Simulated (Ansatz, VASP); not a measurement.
Lu in VASP and in Ansatz

```xyz
1
Lattice="-1.9703 1.9703 1.9703 1.9703 -1.9703 1.9703 1.9703 1.9703 -1.9703" Properties=species:S:1:pos:R:3 pbc="T T T"
Lu    0.0000    0.0000    0.0000
```

Change from the starting cell: volume scaled by 1.025, PAW files.

Alike in both runs: task electric field gradients; functional PBE; k mesh 15 × 15 × 15; occupations fermi-dirac, width 0.05 eV; no spin polarisation.

|  | VASP | Ansatz |
| --- | --- | --- |
| version | VASP 6.6.1 | Ansatz 0.2.0 |
| potentials or method | VASP PAW PBE potentials, release 64 (Lu) | PAW with Ansatz's default frozen-core files, scalar-relativistic |
| plane-wave cutoff (eV) | 520 | 420 |
| valence electrons in the cell | 25 | 25 |

Ansatz gave:

```
pressure (GPa) : -1.3
```

**Question.** Estimate VASP's values.

**Answer.** Pressure (GPa): -1.2.

The functional is the same, so the differences come from potentials, cutoffs and numerics.

Spin-orbit coupling is off throughout.
